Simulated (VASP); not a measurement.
Wanted: the native input for a VASP 6.6.1 run.

| Property | Result |
| --- | --- |
| Task | density of states |
| Functional | BLYP |
| Potentials or basis | VASP PAW PBE potentials, release 64 (Cd, Se) |
| Cutoff | 520 eV |
| k mesh | 1 × 1 × 1 |
| Occupations | methfessel-paxton, width 0.069 eV |
| Spin | no spin polarisation |
| Dipole correction | no |
| k mesh for the DOS | 1 × 1 × 1 |
| Occupations for the DOS | gaussian |
| Further INCAR settings | ALGO = Normal; EDIFF = 1e-06 |

CdSe:

```
Cd Se
1.0
     0.00000    2.87396    2.87396
     2.87396    0.00000    2.87396
     2.87396    2.87396    0.00000
Cd Se
1 1
Direct
  0.00000 0.00000 0.00000
  0.50000 0.50000 0.50000
```

The input as run:

POSCAR

```
CdSe
1.0
    0.0000000000      2.8739580000      2.8739580000
    2.8739580000      0.0000000000      2.8739580000
    2.8739580000      2.8739580000      0.0000000000
Cd Se
1 1
Direct
    0.0000000000      0.0000000000      0.0000000000
    0.5000000000      0.5000000000      0.5000000000
```

INCAR.step1

```
SYSTEM = CdSe
PREC = Accurate ; ENCUT = 520
EDIFF = 1E-6 ; ISMEAR = 1
SIGMA = 0.069 ; LREAL = .FALSE.
LASPH = .TRUE. ; NELM = 80
ALGO = Normal ; ISIF = 2
LWAVE = .FALSE. ; LCHARG = .TRUE.
GGA = B5 ; ALDAX = 1.0
AGGAX = 1.0 ; AGGAC = 1.0
ALDAC = 0.0 ; NBANDS = 16
```

INCAR.step2

```
SYSTEM = CdSe
PREC = Accurate ; ENCUT = 520
EDIFF = 1E-6 ; ISMEAR = 0
SIGMA = 0.069 ; LREAL = .FALSE.
LASPH = .TRUE. ; NELM = 80
ALGO = Normal ; ISIF = 2
LWAVE = .FALSE. ; LCHARG = .FALSE.
GGA = B5 ; ALDAX = 1.0
AGGAX = 1.0 ; AGGAC = 1.0
ALDAC = 0.0 ; LORBIT = 11
NEDOS = 2001 ; ICHARG = 11
```

KPOINTS

```
Automatic mesh
0
G
  1 1 1
  0 0 0
```

Potentials or basis: VASP PAW PBE potentials, release 64 (Cd, Se).

Launch:

```console
$ cat potpaw_PBE.64/Cd/POTCAR potpaw_PBE.64/Se/POTCAR > POTCAR
$ cp INCAR.step1 INCAR
$ mpirun -np 1 vasp_std > vasp.out
$ cp INCAR.step2 INCAR
$ mpirun -np 1 vasp_std > vasp.out
```

It gave:

```yaml
Valence_electrons_inside_the_program's_atomic_spheres: Cd 10.21; Se 4.08
```

Caveat: the k points lie up to 1.89 Å⁻¹ apart.

It took 41 s on 1 thread of AMD EPYC 7R13 Processor (Zen 3), with other jobs on the host, peak memory 0.13 GiB.
